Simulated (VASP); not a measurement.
## W: single point with LDA

Crystal: W.

```
CELL_PARAMETERS angstrom
-1.56769 1.56769 1.56769
1.56769 -1.56769 1.56769
1.56769 1.56769 -1.56769
ATOMIC_POSITIONS crystal
W 0.00000 0.00000 0.00000
```

```yaml
Program: VASP 6.6.1
Task: single point
Functional: LDA
Potentials_or_basis: VASP PAW LDA potentials, release 64 (W_sv)
Cutoff: 520 eV
k_mesh: 14 × 14 × 14
Occupations: gaussian, width 1 eV
Spin: no spin polarisation
```

| Quantity | Value |
| --- | --- |
| Pressure | 2.8 GPa |
| Band gap on the k mesh | zero (band 7 reaches 17.10 eV, above the bottom of band 8 at 10.44 eV) |

Levels at points of the mesh, in eV from the Fermi level:
| k point | band 4 | band 5 | band 6 | band 7 | band 8 | band 9 | band 10 | band 11 |
| --- | --- | --- | --- | --- | --- | --- | --- | --- |
| (0.00, 0.00, 0.00) | -37.38 | -9.62 | -1.22 | -1.22 | -1.22 | 2.34 | 2.34 | 14.71 |
| (0.50, 0.00, 0.00) | -37.39 | -6.36 | -3.64 | 1.01 | 2.26 | 3.26 | 6.48 | 11.64 |
| (0.50, 0.50, 0.50) | -38.38 | -6.00 | -6.00 | 5.44 | 5.44 | 5.44 | 8.66 | 8.66 |

Run time: 10 s on 1 thread of AMD EPYC 9R45 96-Core Processor (Zen 5) (shared host), peak memory 0.1 GiB.

Caveat: spin-orbit coupling is left out, which moves the levels of the heavy elements.
